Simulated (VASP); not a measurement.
Here is a VASP 6.6.1 calculation.

The input INCAR:

```
SYSTEM = WS
ALGO = Normal ; EDIFF = 1E-6
ENCUT = 520 ; GGA = PE
ISIF = 2 ; ISMEAR = 0
LASPH = .True. ; LCHARG = .True.
LELF = .True. ; LREAL = .False.
LVHAR = .True. ; LWAVE = .False.
NBANDS = 17 ; NELM = 100
PREC = Accurate ; SIGMA = 0.1
```

The input KPOINTS:

```
k-points
0
Gamma
  8 8 8
  0 0 0
```

File POSCAR:

```
WS
1.0
    0.0000000000      2.4770985331      2.4770985331
    2.4770985331      0.0000000000      2.4770985331
    2.4770985331      2.4770985331      0.0000000000
W S
1 1
Direct
    0.0000000000      0.0000000000      0.0000000000
    0.5000000000      0.5000000000      0.5000000000
```

Potentials or basis: VASP PAW PBE potentials, release 64 (W_sv, S).

Command:

```sh
$ cat potpaw_PBE.64/W_sv/POTCAR potpaw_PBE.64/S/POTCAR > POTCAR
$ mpirun -np 1 vasp_std > vasp.out
```

(1) Estimate the band gap on the k mesh.

(2) Estimate the pressure.

Results:

(1) zero (band 10 reaches 11.89 eV, above the bottom of band 11 at 8.67 eV).

(2) 0.1 GPa.

Caveat: spin-orbit coupling is left out, which moves the levels of the heavy elements.
